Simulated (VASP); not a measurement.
# Zr (Fd-3m) in VASP: a series of runs

Runs on Zr. Level: PBEsol. Tasks: single point.

All numbers are computed with VASP 6.6.1; they aren't measurements. Logs are shortened: lines on timing, memory, paths and dates and some standing lists are left out, and cuts for length are marked.

### Step 1. The cell of the first run

The structure is cubic, space group Fd-3m (No. 227). The conventional cell has a = 5.398 Å, b = 5.398 Å, c = 5.398 Å, α = 90.00°, β = 90.00°, γ = 90.00°. Zr (site symmetry -43m) has 4 Zr at 2.34 Å within 3.1 Å.

This isn't the form of Zr at room conditions, which is hcp.

### Step 2. Single point, PBEsol (19.66 Å³/atom)

Input file INCAR:

```
SYSTEM = Zr
  PREC = Accurate
  ENCUT = 520
  EDIFF = 1E-6
  ISMEAR = -1
  SIGMA = 0.1
  LREAL = .FALSE.
  LASPH = .TRUE.
  NELM = 100
  ALGO = Normal
  ISIF = 2
  LWAVE = .FALSE.
  LCHARG = .FALSE.
  GGA = PS
  NBANDS = 19
```

Input file KPOINTS:

```
Automatic mesh
0
G
  12 12 12
  0 0 0
```

Input file POSCAR:

```
Zr
1.0
    0.0000000000      2.6991763666      2.6991763666
    2.6991763666      0.0000000000      2.6991763666
    2.6991763666      2.6991763666      0.0000000000
Zr
2
Direct
   -0.1250000000     -0.1250000000     -0.1250000000
    0.1250000000      0.1250000000      0.1250000000
```

Potentials or basis: VASP PAW PBE potentials, release 64 (Zr_sv).

On the command line:

```bash
$ cat potpaw_PBE.64/Zr_sv/POTCAR > POTCAR
$ mpirun -np 1 vasp_std > vasp.out
```

OUTCAR:

```text
SYSTEM = Zr
   PREC = Accurate
   ENCUT = 520
   EDIFF = 1E-6
   ISMEAR = -1
   LREAL = .FALSE.
   LASPH = .TRUE.
   NELM = 100
   ISIF = 2
   GGA = PS

 ion  position               nearest neighbor table
   1  0.875  0.875  0.875-   2 2.34   2 2.34   2 2.34   2 2.34
   2  0.125  0.125  0.125-   1 2.34   1 2.34   1 2.34   1 2.34

  LATTYP: Found a face centered cubic cell.
 ALAT       =     5.3983527332

  Lattice vectors:

 A1 = (   0.0000000000,   2.6991763666,   2.6991763666)
 A2 = (   2.6991763666,   0.0000000000,   2.6991763666)
 A3 = (   2.6991763666,   2.6991763666,   0.0000000000)

Analysis of symmetry for initial positions (statically):
=====================================================================
 Subroutine PRICEL returns:
 Original cell was already a primitive cell.

 Routine SETGRP: Setting up the symmetry group for a
 face centered cubic supercell.

 Subroutine GETGRP returns: Found 48 space group operations
 (whereof 12 operations were pure point group operations)
 out of a pool of 48 trial point group operations.

The static configuration has the point symmetry D_3d.
 The point group associated with its full space group is O_h .

Analysis of symmetry for dynamics (positions and initial velocities):
=====================================================================
 Subroutine PRICEL returns:
 Original cell was already a primitive cell.

 Routine SETGRP: Setting up the symmetry group for a
 face centered cubic supercell.

 Subroutine GETGRP returns: Found 48 space group operations
 (whereof 12 operations were pure point group operations)
 out of a pool of 48 trial point group operations.

The dynamic configuration has the point symmetry D_3d.
 The point group associated with its full space group is O_h .

 Subroutine INISYM returns: Found 48 space group operations
 (whereof 12 operations are pure point group operations),
 and found     1 'primitive' translations

----------------------------------------------------------------------------------------

                                     Primitive cell

  volume of cell :      39.3300

  direct lattice vectors                    reciprocal lattice vectors
     0.000000000  2.699176367  2.699176367    -0.185241693  0.185241693  0.185241693
     2.699176367  0.000000000  2.699176367     0.185241693 -0.185241693  0.185241693
     2.699176367  2.699176367  0.000000000     0.185241693  0.185241693 -0.185241693

  length of vectors
     3.817211825  3.817211825  3.817211825     0.320848024  0.320848024  0.320848024

  position of ions in fractional coordinates (direct lattice)
     0.875000000  0.875000000  0.875000000
     0.125000000  0.125000000  0.125000000

  ion indices of the primitive-cell ions
   primitive index   ion index
                 1           1
                 2           2

----------------------------------------------------------------------------------------

 KPOINTS: Automatic mesh

Automatic generation of k-mesh.
 Grid dimensions read from file:
 generate k-points for:   12   12   12

 Generating k-lattice:

  Cartesian coordinates                     Fractional coordinates (reciprocal lattice)
    -0.015436808  0.015436808  0.015436808     0.083333333  0.000000000  0.000000000
     0.015436808 -0.015436808  0.015436808     0.000000000  0.083333333  0.000000000
     0.015436808  0.015436808 -0.015436808     0.000000000  0.000000000  0.083333333

  Length of vectors
     0.026737335  0.026737335  0.026737335

  Shift w.r.t. Gamma in fractional coordinates (k-lattice)
     0.000000000  0.000000000  0.000000000

 Subroutine IBZKPT returns following result:
 ===========================================

 Found     72 irreducible k-points:

 Following reciprocal coordinates:
            Coordinates               Weight
  0.000000  0.000000  0.000000      1.000000
  0.083333  0.000000  0.000000      8.000000
  0.166667  0.000000  0.000000      8.000000
  0.250000  0.000000  0.000000      8.000000
  0.333333  0.000000  0.000000      8.000000
  0.416667  0.000000  0.000000      8.000000
[... 16 lines left out ...]
  0.500000  0.166667  0.000000     24.000000
 -0.416667  0.166667  0.000000     24.000000
 [... further k-points ...]
   k-points           NKPTS =     72   k-points in BZ     NKDIM =     72   number of bands    NBANDS=     19
   number of dos      NEDOS =    301   number of ions     NIONS =      2
   total plane-waves  NPLWV =  21952
   dimension x,y,z NGX =    28 NGY =   28 NGZ =   28
   dimension x,y,z NGXF=    56 NGYF=   56 NGZF=   56
   ions per type =               2
   NGX,Y,Z   is equivalent  to a cutoff of  12.19, 12.19, 12.19 a.u.
   NGXF,Y,Z  is equivalent  to a cutoff of  24.39, 24.39, 24.39 a.u.
 SYSTEM =  Zr
   PREC   = accura    normal or accurate (medium, high low for compatibility)
   ISTART =      0    job   : 0-new  1-cont  2-samecut
   ICHARG =      2    charge: 1-file 2-atom 10-const
   ISPIN  =      1    spin polarized calculation?
   LNONCOLLINEAR =      F non collinear calculations
   LSORBIT =      F    spin-orbit coupling
   LASPH  =      T    aspherical Exc in radial PAW
   ENCUT  =  520.0 eV  38.22 Ry    6.18 a.u.   7.10  7.10  7.10*2*pi/ulx,y,z
   NELM   =    100;   NELMIN=  2; NELMDL= -5     # of ELM steps
   EDIFF  = 0.1E-05   stopping-criterion for ELM
   LREAL  =      F    real-space projection
   EDIFFG = 0.1E-04   stopping-criterion for IOM
   NSW    =      0    number of steps for IOM
   IBRION =     -1    ionic relax: 0-MD 1-quasi-New 2-CG
   NFREE  =      0    steps in history (QN), initial steepest desc. (CG)
   ISIF   =      2    stress and relaxation
   ISYM   =      2    0-nonsym 1-usesym 2-fastsym
   POTIM  = 0.5000    time-step for ionic-motion
   TEBEG  =    0.0;   TEEND  =   0.0 temperature during run
   PSTRESS=    0.0 pullay stress
   NELECT =      24.0000    total number of electrons
   NUPDOWN=      -1.0000    fix difference up-down
   EMIN   =  10.00;   EMAX   =-10.00  energy-range for DOS
   EFERMI =   0.00;   METHOD = LEGACY
   ISMEAR =    -1;   SIGMA  =   0.10  broadening in eV -4-tet -1-fermi 0-gaus
   EFERMI_NEDOS =   21; number of points for ismear=-14 and -15
   IALGO  =     38    algorithm
   IMIX   =      4    mixing-type and parameters
     AMIX     =   0.40;   BMIX     =  1.00
     AMIX_MAG =   1.60;   BMIX_MAG =  1.00
  volume/ion in A,a.u.               =      19.66       132.71
  Fermi-wavevector in a.u.,A,eV,Ry     =   1.388579  2.624034 26.234103  1.928152
  Thomas-Fermi vector in A             =   2.512692
   LORBIT       =      0    0 simple, 1 ext, 2 COOP (PROOUT), +10 PAW based schemes
   GGA     = PS    functional components
   LHFCALC =     F    Hartree Fock is set to
   AEXX    =    0.0000 exact exchange contribution
   IVDW    =     0    specifies the selected vdW correction
   LEPSILON=     F    determine dielectric tensor
   LRPA    =     F    only Hartree local field effects (RPA)
 non-spin polarized calculation
  energy-cutoff  :      520.00
  volume of cell :       39.33
 maximum number of plane-waves:      1071
   NGX = 15   NGY = 15   NGZ = 15

 number of electron      24.0000001 magnetization

 Free energy of the ion-electron system (eV)
  ---------------------------------------------------
  ext. energy  EPLUGINS =         0.00000000
  ---------------------------------------------------
  free energy    TOTEN  =       -12.00067449 eV

  energy without entropy =      -11.89644626  energy(sigma->0) =      -11.94856037

 E-fermi :  10.4901     XC(G=0): -11.6776

 val. band max:       10.4894355569   @ k =   0.0833   0.0833   0.0000
 cond. band min:      10.5012472034   @ k =   0.1667   0.1667   0.0000
 fundamental gap:      0.0118116465
 Fermi energy:        10.4900922871

 k-point     1 :       0.0000    0.0000    0.0000
  band No.  band energies     occupation
      1     -39.0476      2.00000
      2     -36.7441      2.00000
      3     -17.6183      2.00000
      4     -17.6183      2.00000
      5     -17.6183      2.00000
      6     -15.0150      2.00000
[... 11 lines left out ...]
     18      18.9657      0.00000
     19      18.9657      0.00000

 k-point     2 :       0.0833    0.0000    0.0000
  band No.  band energies     occupation
      1     -39.0217      2.00000
      2     -36.7780      2.00000
      3     -17.6458      2.00000
      4     -17.6458      2.00000
      5     -17.6200      2.00000
      6     -14.9990      2.00000
[... 11 lines left out ...]
     18      18.9085      0.00000
     19      18.9085      0.00000

 k-point     3 :       0.1667    0.0000    0.0000
  band No.  band energies     occupation
      1     -38.9468      2.00000
      2     -36.8744      2.00000
      3     -17.7174      2.00000
      4     -17.7174      2.00000
      5     -17.6276      2.00000
      6     -14.9511      2.00000
[... 11 lines left out ...]
     18      18.7451      0.00000
     19      18.7451      0.00000

 k-point     4 :       0.2500    0.0000    0.0000
  band No.  band energies     occupation
      1     -38.8322      2.00000
      2     -37.0184      2.00000
      3     -17.8084      2.00000
      4     -17.8084      2.00000
      5     -17.6442      2.00000
      6     -14.8758      2.00000
[... 11 lines left out ...]
     18      18.4832      0.00000
     19      18.4832      0.00000

 k-point     5 :       0.3333    0.0000    0.0000
  band No.  band energies     occupation
      1     -38.6968      2.00000
      2     -37.1829      2.00000
      3     -17.8927      2.00000
      4     -17.8927      2.00000
      5     -17.6670      2.00000
      6     -14.7896      2.00000
[... 11 lines left out ...]
     18      18.1131      0.00000
     19      18.1131      0.00000
[... 334 lines left out ...]
      2     -37.1824      2.00000
      3     -18.0556      2.00000
      4     -18.0089      2.00000
      5     -17.2611      2.00000
      6     -15.2651      2.00000
[... 11 lines left out ...]
     18      16.6103      0.00000
     19      18.8937      0.00000

 k-point    22 :       0.4167    0.1667    0.0000
  band No.  band energies     occupation
      1     -38.5600      2.00000
      2     -37.3432      2.00000
      3     -18.1690      2.00000
      4     -18.0596      2.00000
      5     -17.2186      2.00000
      6     -15.2453      2.00000
[... 11 lines left out ...]
     18      16.4864      0.00000
     19      18.2774      0.00000

 k-point    23 :       0.5000    0.1667    0.0000
  band No.  band energies     occupation
      1     -38.4527      2.00000
      2     -37.4652      2.00000
      3     -18.2510      2.00000
      4     -18.0705      2.00000
      5     -17.2059      2.00000
      6     -15.2077      2.00000
[... 11 lines left out ...]
     18      17.1312      0.00000
     19      17.4063      0.00000

 k-point    24 :      -0.4167    0.1667    0.0000
  band No.  band energies     occupation
      1     -38.4370      2.00000
      2     -37.4828      2.00000
      3     -18.2822      2.00000
      4     -18.0397      2.00000
      5     -17.2254      2.00000
      6     -15.1672      2.00000
[... 11 lines left out ...]
     18      16.3298      0.00000
     19      17.6311      0.00000

 [... further k-points ...]

------------------------ aborting loop because EDIFF is reached ----------------------------------------

  FORCE on cell =-STRESS in cart. coord.  units (eV):
  Direction    XX          YY          ZZ          XY          YZ          ZX
  --------------------------------------------------------------------------------------
  -------------------------------------------------------------------------------------
  Total        8.1436093      8.1436093      8.1436093      0.0000000      0.0000000     -0.0000000
  in kB      331.7444963    331.7444963    331.7444963      0.0000000      0.0000000     -0.0000000
  external PRESSURE =     331.7444963 kB  Pullay stress =       0.0000000 kB

 VOLUME and BASIS-vectors are now :
 -----------------------------------------------------------------------------
  energy-cutoff  :      520.00
  volume of cell :       39.33
      direct lattice vectors                 reciprocal lattice vectors
     0.000000000  2.699176367  2.699176367    -0.185241693  0.185241693  0.185241693
     2.699176367  0.000000000  2.699176367     0.185241693 -0.185241693  0.185241693
     2.699176367  2.699176367  0.000000000     0.185241693  0.185241693 -0.185241693

 POSITION                                       TOTAL-FORCE (eV/Angst)
 -----------------------------------------------------------------------------------
      4.72356      4.72356      4.72356         0.000000      0.000000      0.000000
      0.67479      0.67479      0.67479        -0.000000     -0.000000     -0.000000
 -----------------------------------------------------------------------------------
    total drift:                                0.000000     -0.000000     -0.000000

  FREE ENERGIE OF THE ION-ELECTRON SYSTEM (eV)
  ---------------------------------------------------
  free  energy   TOTEN  =       -12.0006744851 eV

  energy  without entropy=      -11.8964462589  energy(sigma->0) =      -11.94856037
```

It took 19 s on 1 thread of Intel Xeon 6975P-C (Granite Rapids), shared host; peak memory 0.18 GiB.

What came out:

```yaml
Free_energy: -12.0007 eV
Pressure: 33.2 GPa
Band_gap_on_the_k_mesh: zero (bands 12 and 13 overlap by 1.65 eV)
```

Caveat: the cell stands under pressure; the PAW data sets were made with another functional, which shifts forces and pressure a little.

### Step 3. Single point, PBEsol (19.66 Å³/atom)

Input file INCAR:

```
PREC = Accurate
ENCUT = 520
EDIFF = 1E-6
ISMEAR = -1
SIGMA = 0.1
LREAL = False
LASPH = True
NELM = 60
ALGO = Normal
ISIF = 2
LWAVE = False
LCHARG = False
GGA = PS
NBANDS = 19
```

Input file KPOINTS:

```
Automatic mesh
0
Gamma
  12 12 12
```

POSCAR is that of step 2.

Potentials or basis: VASP PAW PBE potentials, release 64 (Zr_sv).

On the command line:

```bash
$ cat potpaw_PBE.64/Zr_sv/POTCAR > POTCAR
$ mpirun -np 1 vasp_std > vasp.out
```

Run time: 19 s. Hardware: 1 thread of Intel Xeon 6975P-C (Granite Rapids), shared host; peak memory 0.18 GiB.

It converged, with:

```
Free energy            : -12.0007 eV
Pressure               : 33.2 GPa
Band gap on the k mesh : zero (bands 12 and 13 overlap by 1.65 eV)
```

Levels at points of the mesh, in eV from the Fermi level:
```
           k point  band 8  band 9  band 10  band 11  band 12  band 13  band 14  band 15  band 16  band 17
(0.00, 0.00, 0.00)  -25.51   -4.93    -2.31    -2.31    -0.03    -0.03    -0.03     3.39     3.39     3.39
(0.50, 0.00, 0.00)  -25.04   -2.65    -2.01    -2.01    -1.39    -0.81    -0.81     2.31     5.15     5.15
(0.50, 0.50, 0.00)  -24.54   -3.73    -3.73    -0.78    -0.78     1.64     1.64     2.50     2.50     6.99
```

Caveat: the cell stands under pressure; the PAW data sets were made with another functional, which shifts forces and pressure a little.
